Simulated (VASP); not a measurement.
# MoS (I4/mmm) in VASP: notebook

MoS is run at these levels: r2SCAN; tasks: single point.

All numbers are computed with VASP 6.6.1; they aren't measurements. Logs are shortened: lines on timing, memory, paths and dates and some standing lists are left out, and cuts for length are marked.

**1. The cell of the first run**

It takes space group I4/mmm (No. 139, tetragonal). The conventional cell has a = 3.694 Å, b = 3.694 Å, c = 5.202 Å, α = 90.00°, β = 90.00°, γ = 90.00°. Within 3.4 Å of Mo (site symmetry 4/mmm) lie 6 S at 2.60 to 2.61 Å. Within 3.4 Å of S (site symmetry 4/mmm) lie 6 Mo at 2.60 to 2.61 Å.

**2. Single point, r2SCAN, collinear spin (17.75 Å³/atom)**

Input file POSCAR:

```
MoS
1.0
    0.0000000000      2.6119564820      2.6119564819
    5.2023567632      2.6119564820      2.6119564819
    5.2023567632      5.2239129639     -0.0000000002
Mo S
2 2
Direct
    0.5000000000      0.5000000000      0.0000000000
    0.5000000000      0.5000000000      0.5000000000
    0.0000000000      0.0000000000      0.0000000000
    0.0000000000      0.0000000000      0.5000000000
```

Input file INCAR.step1:

```
SYSTEM = MoS
PREC     = Accurate       ! precision mode
ENCUT    = 520            ! plane-wave cutoff, eV
ISMEAR   = 0              ! smearing method
SIGMA    = 0.05           ! smearing width, eV
LREAL    = .False.        ! projectors in reciprocal space
LASPH    = .True.         ! aspherical terms in the spheres
NELM     = 150            ! most SCF steps
ISPIN    = 2              ! spin polarisation
MAGMOM   = 2.39 -2.39 0 0 ! initial moments
LMAXMIX  = 4              ! l up to which the mixer works
NBANDS   = 32             ! bands
GGA      = PE             ! functional
ALGO     = Normal         ! electronic algorithm
EDIFF    = 1E-4           ! SCF threshold, eV
LWAVE    = .True.         ! write WAVECAR
LCHARG   = .False.        ! write CHGCAR
```

Input file INCAR.step2:

```
SYSTEM = MoS
PREC     = Accurate       ! precision mode
ENCUT    = 520            ! plane-wave cutoff, eV
EDIFF    = 1E-6           ! SCF threshold, eV
ISMEAR   = 0              ! smearing method
SIGMA    = 0.05           ! smearing width, eV
LREAL    = .False.        ! projectors in reciprocal space
LASPH    = .True.         ! aspherical terms in the spheres
NELM     = 150            ! most SCF steps
ALGO     = Normal         ! electronic algorithm
ISIF     = 2              ! what is computed and relaxed
LWAVE    = .False.        ! write WAVECAR
LCHARG   = .False.        ! write CHGCAR
ISPIN    = 2              ! spin polarisation
MAGMOM   = 2.39 -2.39 0 0 ! initial moments
LORBIT   = 11             ! projections on sites
LMAXMIX  = 4              ! l up to which the mixer works
METAGGA  = R2SCAN         ! meta-GGA
LMIXTAU  = .True.       
NBANDS   = 32             ! bands
ISTART   = 1
```

Input file KPOINTS:

```
Automatic mesh
0
Gamma
  12 12 6
  0 0 0
```

Potentials or basis: VASP PAW PBE potentials, release 64 (Mo_sv, S).

Command:

```bash
> cat potpaw_PBE.64/Mo_sv/POTCAR potpaw_PBE.64/S/POTCAR > POTCAR
> cp INCAR.step1 INCAR
> mpirun -np 1 vasp_std > vasp.out
> cp INCAR.step2 INCAR
> mpirun -np 1 vasp_std > vasp.out
```

OUTCAR:

```text
SYSTEM = MoS
   PREC = Accurate
   ENCUT = 520
   EDIFF = 1E-6
   ISMEAR = 0
   LREAL = .False.
   LASPH = .True.
   NELM = 150
   ISIF = 2
   ISPIN = 2
   LORBIT = 11
   METAGGA = R2SCAN
   ISTART = 1

 ion  position               nearest neighbor table
   1  0.500  0.500  0.000-   3 2.60   3 2.60   4 2.61   4 2.61   4 2.61   4 2.61
   2  0.500  0.500  0.500-   4 2.60   4 2.60   3 2.61   3 2.61   3 2.61   3 2.61
   3  0.000  0.000  0.000-   1 2.60   1 2.60   2 2.61   2 2.61   2 2.61   2 2.61
   4  0.000  0.000  0.500-   2 2.60   2 2.60   1 2.61   1 2.61   1 2.61   1 2.61

  LATTYP: Found a simple tetragonal cell.
 ALAT       =     3.6938642811
 C/A-ratio  =     1.4083778849

  Lattice vectors:

 A1 = (   0.0000000000,  -2.6119564820,  -2.6119564819)
 A2 = (   0.0000000000,   2.6119564819,  -2.6119564821)
 A3 = (   5.2023567632,   0.0000000000,   0.0000000000)

Analysis of symmetry for initial positions (statically):
=====================================================================
 Subroutine PRICEL returns following result:

  LATTYP: Found a body centered tetragonal cell.
 ALAT       =     3.6938642812
 C/A-ratio  =     1.4083778848

  Lattice vectors:

 A1 = (  -2.6011783816,  -0.0000000001,  -2.6119564820)
 A2 = (  -2.6011783816,   0.0000000001,   2.6119564820)
 A3 = (   2.6011783816,   2.6119564819,  -0.0000000001)

   2 primitive cells build up your supercell.

 Routine SETGRP: Setting up the symmetry group for a
 simple tetragonal supercell.

 Subroutine GETGRP returns: Found 16 space group operations
 (whereof 16 operations were pure point group operations)
 out of a pool of 16 trial point group operations.

The static configuration has the point symmetry D_4h.

Analysis of symmetry for dynamics (positions and initial velocities):
=====================================================================
 Subroutine PRICEL returns following result:

  LATTYP: Found a body centered tetragonal cell.
 ALAT       =     3.6938642812
 C/A-ratio  =     1.4083778848

  Lattice vectors:

 A1 = (  -2.6011783816,  -0.0000000001,  -2.6119564820)
 A2 = (  -2.6011783816,   0.0000000001,   2.6119564820)
 A3 = (   2.6011783816,   2.6119564819,  -0.0000000001)

   2 primitive cells build up your supercell.

 Routine SETGRP: Setting up the symmetry group for a
 simple tetragonal supercell.

 Subroutine GETGRP returns: Found 16 space group operations
 (whereof 16 operations were pure point group operations)
 out of a pool of 16 trial point group operations.

The dynamic configuration has the point symmetry D_4h.

Analysis of structural, dynamic, and magnetic symmetry:
=====================================================================
 Subroutine PRICEL returns following result:

  LATTYP: Found a body centered tetragonal cell.
 ALAT       =     3.6938642812
 C/A-ratio  =     1.4083778848

  Lattice vectors:

 A1 = (  -2.6011783816,  -0.0000000001,  -2.6119564820)
 A2 = (  -2.6011783816,   0.0000000001,   2.6119564820)
 A3 = (   2.6011783816,   2.6119564819,  -0.0000000001)

   2 primitive cells build up your supercell.

 Routine SETGRP: Setting up the symmetry group for a
 simple tetragonal supercell.

 Subroutine GETGRP returns: Found 16 space group operations
 (whereof 16 operations were pure point group operations)
 out of a pool of 16 trial point group operations.

The overall configuration has the point symmetry D_4h.

 Subroutine INISYM returns: Found 16 space group operations
 (whereof 16 operations are pure point group operations),
 and found     2 'primitive' translations

----------------------------------------------------------------------------------------

                                     Primitive cell

  volume of cell :      35.4921

  direct lattice vectors                    reciprocal lattice vectors
    -2.601178382 -0.000000000 -2.611956482    -0.192220573  0.191427385 -0.191427385
    -2.601178382  0.000000000  2.611956482    -0.192220573  0.191427385  0.191427385
     2.601178382  2.611956482 -0.000000000     0.000000000  0.382854771 -0.000000000

  length of vectors
     3.686250892  3.686250892  3.686250892     0.332020536  0.332020536  0.382854771

  position of ions in fractional coordinates (direct lattice)
     0.500000000  0.500000000  0.000000000
     0.000000000  0.000000000  0.000000000

  ion indices of the primitive-cell ions
   primitive index   ion index
                 1           1
                 2           3

----------------------------------------------------------------------------------------

 KPOINTS: Automatic mesh

Automatic generation of k-mesh.
 Grid dimensions read from file:
 generate k-points for:   12   12    6

 Generating k-lattice:

  Cartesian coordinates                     Fractional coordinates (reciprocal lattice)
    -0.016018381  0.015952282  0.015952282     0.083333333 -0.000000000 -0.000000000
     0.016018381 -0.015952282  0.015952282    -0.000000000  0.083333333 -0.000000000
     0.000000000  0.031904564 -0.031904564     0.000000000  0.000000000  0.166666667

  Length of vectors
     0.027668378  0.027668378  0.045119867

  Shift w.r.t. Gamma in fractional coordinates (k-lattice)
     0.000000000  0.000000000  0.000000000

 Subroutine IBZKPT returns following result:
 ===========================================

 Found    100 irreducible k-points:

 Following reciprocal coordinates:
            Coordinates               Weight
  0.000000  0.000000  0.000000      1.000000
  0.083333 -0.000000 -0.000000      8.000000
  0.166667  0.000000  0.000000      8.000000
  0.250000 -0.000000  0.000000      8.000000
  0.333333  0.000000  0.000000      8.000000
  0.416667  0.000000  0.000000      8.000000
[... 16 lines left out ...]
  0.500000  0.166667  0.000000      8.000000
 -0.416667  0.166667 -0.000000     16.000000
 [... further k-points ...]
   k-points           NKPTS =    100   k-points in BZ     NKDIM =    100   number of bands    NBANDS=     32
   number of dos      NEDOS =    301   number of ions     NIONS =      4
   total plane-waves  NPLWV =  75264
   dimension x,y,z NGX =    28 NGY =   48 NGZ =   56
   dimension x,y,z NGXF=    56 NGYF=   96 NGZF=  112
   ions per type =               2   2
   NGX,Y,Z   is equivalent  to a cutoff of  12.60, 12.51, 12.63 a.u.
   NGXF,Y,Z  is equivalent  to a cutoff of  25.20, 25.01, 25.26 a.u.
 SYSTEM =  MoS
   PREC   = accura    normal or accurate (medium, high low for compatibility)
   ISTART =      1    job   : 0-new  1-cont  2-samecut
   ICHARG =      0    charge: 1-file 2-atom 10-const
   ISPIN  =      2    spin polarized calculation?
   LNONCOLLINEAR =      F non collinear calculations
   LSORBIT =      F    spin-orbit coupling
   LASPH  =      T    aspherical Exc in radial PAW
   ENCUT  =  520.0 eV  38.22 Ry    6.18 a.u.   6.87 11.86 13.71*2*pi/ulx,y,z
   NELM   =    150;   NELMIN=  2; NELMDL=  0     # of ELM steps
   EDIFF  = 0.1E-05   stopping-criterion for ELM
   LREAL  =      F    real-space projection
[... 7 lines left out ...]
   TEBEG  =    0.0;   TEEND  =   0.0 temperature during run
   PSTRESS=    0.0 pullay stress
   NELECT =      40.0000    total number of electrons
   NUPDOWN=      -1.0000    fix difference up-down
   EMIN   =  10.00;   EMAX   =-10.00  energy-range for DOS
   EFERMI =   0.00;   METHOD = LEGACY
   ISMEAR =     0;   SIGMA  =   0.05  broadening in eV -4-tet -1-fermi 0-gaus
   EFERMI_NEDOS =   21; number of points for ismear=-14 and -15
   IALGO  =     38    algorithm
   IMIX   =      4    mixing-type and parameters
     AMIX     =   0.40;   BMIX     =  1.00
     AMIX_MAG =   1.60;   BMIX_MAG =  1.00
  volume/ion in A,a.u.               =      17.75       119.76
  Fermi-wavevector in a.u.,A,eV,Ry     =   1.352200  2.555287 24.877490  1.828444
  Thomas-Fermi vector in A             =   2.479558
   LORBIT       =     11    0 simple, 1 ext, 2 COOP (PROOUT), +10 PAW based schemes
   METAGGA = R2SCAN    functional components
   LHFCALC =     F    Hartree Fock is set to
   AEXX    =    0.0000 exact exchange contribution
   IVDW    =     0    specifies the selected vdW correction
   LEPSILON=     F    determine dielectric tensor
   LRPA    =     F    only Hartree local field effects (RPA)
 spin polarized calculation
 Gauss-broadening in eV      SIGMA  =   0.05
  energy-cutoff  :      520.00
  volume of cell :       70.98
 maximum number of plane-waves:      1932
   NGX = 13   NGY = 23   NGZ = 27

 number of electron      40.0000000 magnetization      -0.0000000

 number of electron      40.0000000 magnetization       0.0000000

 Free energy of the ion-electron system (eV)
  ---------------------------------------------------
  ext. energy  EPLUGINS =         0.00000000
  ---------------------------------------------------
  free energy    TOTEN  =       -68.17369387 eV

  energy without entropy =      -68.17097241  energy(sigma->0) =      -68.17233314

 E-fermi :   9.6867     XC(G=0): -12.0533

 val. band max:        9.6847447506   @ k =   0.4167  -0.1667   0.3333
 cond. band min:       9.6924368630   @ k =  -0.4167   0.4167  -0.0000
 fundamental gap:      0.0076921124
 Fermi energy:         9.6866678525

 spin component 1

 k-point     1 :       0.0000    0.0000    0.0000
  band No.  band energies     occupation
      1     -54.7281      1.00000
      2     -52.5359      1.00000
      3     -28.3606      1.00000
      4     -28.2114      1.00000
      5     -28.2114      1.00000
      6     -25.8135      1.00000
[... 24 lines left out ...]
     31      19.6607      0.00000
     32      21.2780      0.00000
[... 774 lines left out ...]
      2     -52.5328      1.00000
      3     -28.3577      1.00000
      4     -28.2625      1.00000
      5     -28.2184      1.00000
      6     -25.8248      1.00000
[... 24 lines left out ...]
     31      17.3106      0.00000
     32      17.5132      0.00000

 [... further k-points ...]

 spin component 2

 k-point     1 :       0.0000    0.0000    0.0000
  band No.  band energies     occupation
      1     -54.7281      1.00000
      2     -52.5359      1.00000
      3     -28.3606      1.00000
      4     -28.2114      1.00000
      5     -28.2114      1.00000
      6     -25.8135      1.00000
[... 24 lines left out ...]
     31      19.6607      0.00000
     32      21.2780      0.00000
[... 774 lines left out ...]
      2     -52.5328      1.00000
      3     -28.3577      1.00000
      4     -28.2625      1.00000
      5     -28.2184      1.00000
      6     -25.8248      1.00000
[... 24 lines left out ...]
     31      17.3106      0.00000
     32      17.5132      0.00000

 [... further k-points ...]

------------------------ aborting loop because EDIFF is reached ----------------------------------------

  FORCE on cell =-STRESS in cart. coord.  units (eV):
  Direction    XX          YY          ZZ          XY          YZ          ZX
  --------------------------------------------------------------------------------------
  -------------------------------------------------------------------------------------
  Total       -2.4379881     -2.3602355     -2.3602355      0.0000000      0.0000000     -0.0000000
  in kB      -55.0275485    -53.2726033    -53.2726033      0.0000000      0.0000000     -0.0000000
  external PRESSURE =     -53.8575850 kB  Pullay stress =       0.0000000 kB

 VOLUME and BASIS-vectors are now :
 -----------------------------------------------------------------------------
  energy-cutoff  :      520.00
  volume of cell :       70.98
      direct lattice vectors                 reciprocal lattice vectors
     0.000000000  2.611956482  2.611956482    -0.192220573  0.191427385  0.191427385
     5.202356763  2.611956482  2.611956482     0.192220573 -0.191427385  0.191427385
     5.202356763  5.223912964 -0.000000000     0.000000000  0.191427385 -0.191427385

 POSITION                                       TOTAL-FORCE (eV/Angst)
 -----------------------------------------------------------------------------------
      2.60118      2.61196      2.61196        -0.000000      0.000000      0.000000
      5.20236      5.22391      2.61196         0.000000     -0.000000     -0.000000
      0.00000      0.00000      0.00000        -0.000000      0.000000     -0.000000
      2.60118      2.61196     -0.00000        -0.000000      0.000000     -0.000000
 -----------------------------------------------------------------------------------
    total drift:                                0.000000      0.000000      0.000000

  FREE ENERGIE OF THE ION-ELECTRON SYSTEM (eV)
  ---------------------------------------------------
  free  energy   TOTEN  =       -68.1736938677 eV

  energy  without entropy=      -68.1709724126  energy(sigma->0) =      -68.17233314

 total charge

# of ion       s       p       d       tot
------------------------------------------
    1        2.189   6.081   3.910  12.180
    2        2.189   6.081   3.910  12.180
    3        1.302   2.422   0.000   3.725
    4        1.302   2.422   0.000   3.725
--------------------------------------------------
tot          6.983  17.006   7.821  31.810

 magnetization (x)

# of ion       s       p       d       tot
------------------------------------------
    1        0.039   0.022   2.583   2.644
    2       -0.039  -0.022  -2.583  -2.644
    3       -0.005  -0.007   0.000  -0.013
    4        0.005   0.007   0.000   0.013
--------------------------------------------------
tot          0.000   0.000  -0.000  -0.000
```

It took 54 min on 1 thread of Oxide Virtual Turin-like, shared host; peak memory 0.53 GiB.

What came out:

* Free energy: -68.1737 eV
* Pressure: -5.4 GPa
* Band gap on the k mesh: zero (filled and empty bands overlap)
* Net moment: 0.00 μB per cell
* Site moments: Mo +2.64, -2.64; S -0.01, +0.01 μB
* Valence electrons inside the program's atomic spheres: Mo 12.18; S 3.73

Stress tensor (GPa, compression positive):
```
-5.50  0.00  0.00
 0.00 -5.33  0.00
 0.00  0.00 -5.33
```

Levels at points of the mesh, in eV from the Fermi level:
Spin up:
| k point | band 16 | band 17 | band 18 | band 19 | band 20 | band 21 | band 22 | band 23 | band 24 | band 25 |
| --- | --- | --- | --- | --- | --- | --- | --- | --- | --- | --- |
| (0.00, 0.00, 0.00) | -3.25 | -3.25 | -2.60 | -2.60 | -2.07 | -1.86 | -1.37 | -0.10 | 1.28 | 1.28 |
| (0.50, 0.00, 0.00) | -5.83 | -1.37 | -1.27 | -0.99 | 1.44 | 1.70 | 1.80 | 2.68 | 2.76 | 3.46 |
| (0.50, 0.50, 0.00) | -4.41 | -3.87 | -3.87 | -1.40 | -1.02 | -0.66 | 0.96 | 0.96 | 1.38 | 1.68 |
| (0.00, 0.00, 0.50) | -5.39 | -2.13 | -1.34 | -1.01 | -0.52 | 0.85 | 0.97 | 1.32 | 1.78 | 3.24 |
| (0.50, 0.00, 0.50) | -5.99 | -1.76 | -1.76 | -1.01 | -0.17 | -0.01 | 0.72 | 0.72 | 1.50 | 1.86 |
| (0.00, 0.50, 0.50) | -4.18 | -3.87 | -1.99 | -1.73 | -1.07 | -1.07 | -0.23 | 0.28 | 1.63 | 1.63 |
Spin down:
| k point | band 17 | band 18 | band 19 | band 20 | band 21 | band 22 | band 23 | band 24 |
| --- | --- | --- | --- | --- | --- | --- | --- | --- |
| (0.00, 0.00, 0.00) | -3.25 | -2.60 | -2.60 | -2.07 | -1.86 | -1.37 | -0.10 | 1.28 |
| (0.50, 0.00, 0.00) | -1.37 | -1.27 | -0.99 | 1.44 | 1.70 | 1.80 | 2.68 | 2.76 |
| (0.50, 0.50, 0.00) | -3.87 | -3.87 | -1.40 | -1.02 | -0.66 | 0.96 | 0.96 | 1.38 |
| (0.00, 0.00, 0.50) | -2.13 | -1.34 | -1.01 | -0.52 | 0.85 | 0.97 | 1.32 | 1.78 |
| (0.50, 0.00, 0.50) | -1.76 | -1.76 | -1.01 | -0.17 | -0.01 | 0.72 | 0.72 | 1.50 |
| (0.00, 0.50, 0.50) | -3.87 | -1.99 | -1.73 | -1.07 | -1.07 | -0.23 | 0.28 | 1.63 |

Caveat: the cell stands under tension; the PAW data sets were made with another functional, which shifts forces and pressure a little.

(Part 1 of 2 ends here.)

The gap in the log of VASP goes by the Fermi energy; the results here count the filled bands.